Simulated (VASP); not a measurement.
# Pd (Fm-3m) in VASP: single point with PBEsol+D4

Aim: the single point of Pd with PBEsol+D4.

Program: VASP 6.6.1. These are calculated values, not measurements. Logs are shortened: lines on timing, memory, paths and dates and some standing lists are left out, and cuts for length are marked.

### Step 1. The cell of the first run

The structure is cubic, space group Fm-3m (No. 225). The conventional cell has a = 3.856 Å, b = 3.856 Å, c = 3.856 Å, α = 90.00°, β = 90.00°, γ = 90.00°. Pd (site symmetry m-3m) has 12 Pd at 2.73 Å within 3.6 Å.

### Step 2. Single point, PBEsol+D4

The input, INCAR:

```
SYSTEM = Pd
ALGO = Normal ; EDIFF = 1E-6
ENCUT = 500 ; GGA = PS
GGA_COMPAT = .False. ; ISIF = 2
ISMEAR = 0 ; IVDW = 13
LASPH = .True. ; LCHARG = .False.
LREAL = .False. ; LWAVE = .False.
NBANDS = 11 ; NELM = 120
PREC = Accurate ; SIGMA = 0.1
```

The input, KPOINTS:

```
k-points
0
Gamma
  18 18 18
  0 0 0
```

The input, POSCAR:

```
Pd
1.0
    0.0000000000      1.9282490071      1.9282490071
    1.9282490071      0.0000000000      1.9282490071
    1.9282490071      1.9282490071      0.0000000000
Pd
1
Direct
    0.0000000000      0.0000000000      0.0000000000
```

Potentials or basis: VASP PAW PBE potentials, release 64 (Pd).

Launch:

```bash
> cat potpaw_PBE.64/Pd/POTCAR > POTCAR
> mpirun -np 1 vasp_std > vasp.out
```

OUTCAR:

```text
SYSTEM = Pd
   EDIFF = 1E-6
   ENCUT = 500
   GGA = PS
   ISIF = 2
   ISMEAR = 0
   IVDW = 13
   LASPH = .True.
   LREAL = .False.
   NELM = 120
   PREC = Accurate

 ion  position               nearest neighbor table
   1  0.000  0.000  0.000-

  LATTYP: Found a face centered cubic cell.
 ALAT       =     3.8564980142

  Lattice vectors:

 A1 = (   0.0000000000,   1.9282490071,   1.9282490071)
 A2 = (   1.9282490071,   0.0000000000,   1.9282490071)
 A3 = (   1.9282490071,   1.9282490071,   0.0000000000)

Analysis of symmetry for initial positions (statically):
=====================================================================
 Subroutine PRICEL returns:
 Original cell was already a primitive cell.

 Routine SETGRP: Setting up the symmetry group for a
 face centered cubic supercell.

 Subroutine GETGRP returns: Found 48 space group operations
[... 9 lines left out ...]

 Routine SETGRP: Setting up the symmetry group for a
 face centered cubic supercell.

 Subroutine GETGRP returns: Found 48 space group operations
[... 11 lines left out ...]
                                     Primitive cell

  volume of cell :      14.3390

  direct lattice vectors                    reciprocal lattice vectors
     0.000000000  1.928249007  1.928249007    -0.259302610  0.259302610  0.259302610
     1.928249007  0.000000000  1.928249007     0.259302610 -0.259302610  0.259302610
     1.928249007  1.928249007  0.000000000     0.259302610  0.259302610 -0.259302610

  length of vectors
     2.726955897  2.726955897  2.726955897     0.449125295  0.449125295  0.449125295

  position of ions in fractional coordinates (direct lattice)
     0.000000000  0.000000000  0.000000000

  ion indices of the primitive-cell ions
   primitive index   ion index
                 1           1

----------------------------------------------------------------------------------------

 KPOINTS: k-points

Automatic generation of k-mesh.
 Grid dimensions read from file:
 generate k-points for:   18   18   18

 Generating k-lattice:

  Cartesian coordinates                     Fractional coordinates (reciprocal lattice)
    -0.014405701  0.014405701  0.014405701     0.055555556  0.000000000  0.000000000
     0.014405701 -0.014405701  0.014405701     0.000000000  0.055555556  0.000000000
     0.014405701  0.014405701 -0.014405701     0.000000000  0.000000000  0.055555556

  Length of vectors
     0.024951405  0.024951405  0.024951405

  Shift w.r.t. Gamma in fractional coordinates (k-lattice)
     0.000000000  0.000000000  0.000000000

 Subroutine IBZKPT returns following result:
 ===========================================

 Found    195 irreducible k-points:

 Following reciprocal coordinates:
            Coordinates               Weight
  0.000000  0.000000  0.000000      1.000000
  0.055556  0.000000  0.000000      8.000000
  0.111111  0.000000  0.000000      8.000000
  0.166667  0.000000  0.000000      8.000000
  0.222222  0.000000  0.000000      8.000000
  0.277778  0.000000  0.000000      8.000000
[... 16 lines left out ...]
 -0.277778  0.055556  0.000000     24.000000
 -0.222222  0.055556  0.000000     24.000000
 [... further k-points ...]
   k-points           NKPTS =    195   k-points in BZ     NKDIM =    195   number of bands    NBANDS=     11
   number of dos      NEDOS =    301   number of ions     NIONS =      1
   total plane-waves  NPLWV =   8000
   dimension x,y,z NGX =    20 NGY =   20 NGZ =   20
   dimension x,y,z NGXF=    40 NGYF=   40 NGZF=   40
   ions per type =               1
   NGX,Y,Z   is equivalent  to a cutoff of  12.19, 12.19, 12.19 a.u.
   NGXF,Y,Z  is equivalent  to a cutoff of  24.39, 24.39, 24.39 a.u.
 SYSTEM =  Pd
   PREC   = accura    normal or accurate (medium, high low for compatibility)
   ISTART =      0    job   : 0-new  1-cont  2-samecut
   ICHARG =      2    charge: 1-file 2-atom 10-const
   ISPIN  =      1    spin polarized calculation?
   LNONCOLLINEAR =      F non collinear calculations
   LSORBIT =      F    spin-orbit coupling
   LASPH  =      T    aspherical Exc in radial PAW
   ENCUT  =  500.0 eV  36.75 Ry    6.06 a.u.   4.97  4.97  4.97*2*pi/ulx,y,z
   NELM   =    120;   NELMIN=  2; NELMDL= -5     # of ELM steps
   EDIFF  = 0.1E-05   stopping-criterion for ELM
   LREAL  =      F    real-space projection
   EDIFFG = 0.1E-04   stopping-criterion for IOM
   NSW    =      0    number of steps for IOM
   IBRION =     -1    ionic relax: 0-MD 1-quasi-New 2-CG
   NFREE  =      0    steps in history (QN), initial steepest desc. (CG)
   ISIF   =      2    stress and relaxation
   ISYM   =      2    0-nonsym 1-usesym 2-fastsym
   POTIM  = 0.5000    time-step for ionic-motion
   TEBEG  =    0.0;   TEEND  =   0.0 temperature during run
   PSTRESS=    0.0 pullay stress
   NELECT =      10.0000    total number of electrons
   NUPDOWN=      -1.0000    fix difference up-down
   EMIN   =  10.00;   EMAX   =-10.00  energy-range for DOS
   EFERMI =   0.00;   METHOD = LEGACY
   ISMEAR =     0;   SIGMA  =   0.10  broadening in eV -4-tet -1-fermi 0-gaus
   EFERMI_NEDOS =   21; number of points for ismear=-14 and -15
   IALGO  =     38    algorithm
   IMIX   =      4    mixing-type and parameters
     AMIX     =   0.40;   BMIX     =  1.00
     AMIX_MAG =   1.60;   BMIX_MAG =  1.00
  volume/ion in A,a.u.               =      14.34        96.76
  Fermi-wavevector in a.u.,A,eV,Ry     =   1.451783  2.743472 28.676645  2.107674
  Thomas-Fermi vector in A             =   2.569240
   LORBIT       =      0    0 simple, 1 ext, 2 COOP (PROOUT), +10 PAW based schemes
   GGA     = PS    functional components
   LHFCALC =     F    Hartree Fock is set to
   AEXX    =    0.0000 exact exchange contribution
   IVDW    =    13    specifies the selected vdW correction
   LEPSILON=     F    determine dielectric tensor
   LRPA    =     F    only Hartree local field effects (RPA)
 non-spin polarized calculation
 Gauss-broadening in eV      SIGMA  =   0.10
  energy-cutoff  :      500.00
  volume of cell :       14.34
 maximum number of plane-waves:       375
   NGX =  9   NGY =  9   NGZ =  9

 number of electron      10.0000004 magnetization

 Free energy of the ion-electron system (eV)
  ---------------------------------------------------
  ext. energy  EPLUGINS =         0.00000000
  ---------------------------------------------------
  free energy    TOTEN  =        -5.96780456 eV

  energy without entropy =       -5.95654030  energy(sigma->0) =       -5.96217243

 E-fermi :  10.1109     XC(G=0): -13.5567

 val. band max:       10.1101082321   @ k =  -0.4444   0.3889   0.1111
 cond. band min:      10.1124092515   @ k =   0.5000   0.1111   0.0000
 fundamental gap:      0.0023010194
 Fermi energy:        10.1108532850

 k-point     1 :       0.0000    0.0000    0.0000
  band No.  band energies     occupation
      1       2.6433      2.00000
      2       7.1200      2.00000
      3       7.1200      2.00000
      4       7.1200      2.00000
      5       8.8301      2.00000
      6       8.8301      2.00000
      7      27.2420      0.00000
      8      32.1753      0.00000
      9      32.1753      0.00000
     10      32.1753      0.00000
     11      36.1043      0.00000

 k-point     2 :       0.0556    0.0000    0.0000
  band No.  band energies     occupation
      1       2.7587      2.00000
      2       7.0770      2.00000
      3       7.1611      2.00000
      4       7.1611      2.00000
      5       8.8097      2.00000
      6       8.8097      2.00000
      7      27.3731      0.00000
      8      31.4130      0.00000
      9      32.3142      0.00000
     10      32.3142      0.00000
     11      36.1437      0.00000

 k-point     3 :       0.1111    0.0000    0.0000
  band No.  band energies     occupation
      1       3.0919      2.00000
      2       6.9695      2.00000
      3       7.2687      2.00000
      4       7.2687      2.00000
      5       8.7664      2.00000
      6       8.7664      2.00000
      7      27.6803      0.00000
      8      29.8642      0.00000
      9      32.7103      0.00000
     10      32.7103      0.00000
     11      36.1693      0.00000

 k-point     4 :       0.1667    0.0000    0.0000
  band No.  band energies     occupation
      1       3.5943      2.00000
      2       6.8673      2.00000
      3       7.3895      2.00000
      4       7.3895      2.00000
      5       8.7584      2.00000
      6       8.7584      2.00000
      7      27.4900      0.00000
      8      28.6110      0.00000
      9      33.2933      0.00000
     10      33.2933      0.00000
     11      36.2294      0.00000

 k-point     5 :       0.2222    0.0000    0.0000
  band No.  band energies     occupation
      1       4.1445      2.00000
      2       6.9144      2.00000
      3       7.4426      2.00000
      4       7.4426      2.00000
      5       8.8688      2.00000
      6       8.8688      2.00000
      7      25.7924      0.00000
      8      28.4855      0.00000
      9      33.8874      0.00000
     10      33.8874      0.00000
     11      35.9616      0.00000
[... 211 lines left out ...]
 k-point    21 :      -0.3889    0.0556    0.0000
  band No.  band energies     occupation
      1       4.6778      2.00000
      2       7.1016      2.00000
      3       7.2003      2.00000
      4       9.0518      2.00000
      5       9.7272      2.00000
      6      10.7619      0.00000
      7      19.2605      0.00000
      8      26.9926      0.00000
      9      30.9600      0.00000
     10      32.3364      0.00000
     11      36.1490      0.00000

 k-point    22 :      -0.3333    0.0556    0.0000
  band No.  band energies     occupation
      1       4.7301      2.00000
      2       7.2110      2.00000
      3       7.2987      2.00000
      4       8.2578      2.00000
      5       9.3733      2.00000
      6      10.1182      0.91757
      7      21.1248      0.00000
      8      27.4340      0.00000
      9      31.4669      0.00000
     10      33.5610      0.00000
     11      36.1167      0.00000

 k-point    23 :      -0.2778    0.0556    0.0000
  band No.  band energies     occupation
      1       4.6874      2.00000
      2       7.2667      2.00000
      3       7.4161      2.00000
      4       7.4829      2.00000
      5       8.9981      2.00000
      6       9.6305      2.00000
      7      23.1653      0.00000
      8      27.9664      0.00000
      9      32.1295      0.00000
     10      35.0810      0.00000
     11      35.4203      0.00000

 k-point    24 :      -0.2222    0.0556    0.0000
  band No.  band energies     occupation
      1       4.3976      2.00000
      2       6.8719      2.00000
      3       7.4605      2.00000
      4       7.4983      2.00000
      5       8.6962      2.00000
      6       9.2496      2.00000
      7      25.2041      0.00000
      8      28.3877      0.00000
      9      32.5764      0.00000
     10      34.8775      0.00000
     11      35.3356      0.00000

 [... further k-points ...]

------------------------ aborting loop because EDIFF is reached ----------------------------------------

  DFT-D4 for vdW energy calculation

  Edisp (eV):   -0.29396

  FORCE on cell =-STRESS in cart. coord.  units (eV):
  Direction    XX          YY          ZZ          XY          YZ          ZX
  --------------------------------------------------------------------------------------
  -------------------------------------------------------------------------------------
  Total      -0.02457    -0.02457    -0.02457     0.00000     0.00000    -0.00000
  in kB      -2.74582    -2.74582    -2.74582     0.00000     0.00000    -0.00000
  external pressure =       -2.75 kB  Pullay stress =        0.00 kB

 VOLUME and BASIS-vectors are now :
 -----------------------------------------------------------------------------
  energy-cutoff  :      500.00
  volume of cell :       14.34
      direct lattice vectors                 reciprocal lattice vectors
     0.000000000  1.928249007  1.928249007    -0.259302610  0.259302610  0.259302610
     1.928249007  0.000000000  1.928249007     0.259302610 -0.259302610  0.259302610
     1.928249007  1.928249007  0.000000000     0.259302610  0.259302610 -0.259302610

 POSITION                                       TOTAL-FORCE (eV/Angst)
 -----------------------------------------------------------------------------------
      0.00000      0.00000      0.00000         0.000000      0.000000      0.000000
 -----------------------------------------------------------------------------------
    total drift:                                0.000000     -0.000000     -0.000000

  FREE ENERGIE OF THE ION-ELECTRON SYSTEM (eV)
  ---------------------------------------------------
  free  energy   TOTEN  =        -6.2617612204 eV

  energy  without entropy=       -6.2504969650  energy(sigma->0) =       -6.25612909
```

It took 14 s on 1 thread of Intel Xeon Platinum 8375C at 2.90GHz (Ice Lake), shared host; peak memory 0.15 GiB.

Results:

| Property | Result |
| --- | --- |
| Free energy | -6.2618 eV |
| Pressure | -0.3 GPa |
| Band gap on the k mesh | zero (band 5 reaches 10.42 eV, above the bottom of band 6 at 8.76 eV) |
| Dispersion energy per atom | -0.294 eV |

Caveat: the PAW data sets were made with another functional, which shifts forces and pressure a little; pairwise dispersion overbinds metals, which lowers pressure and volume.
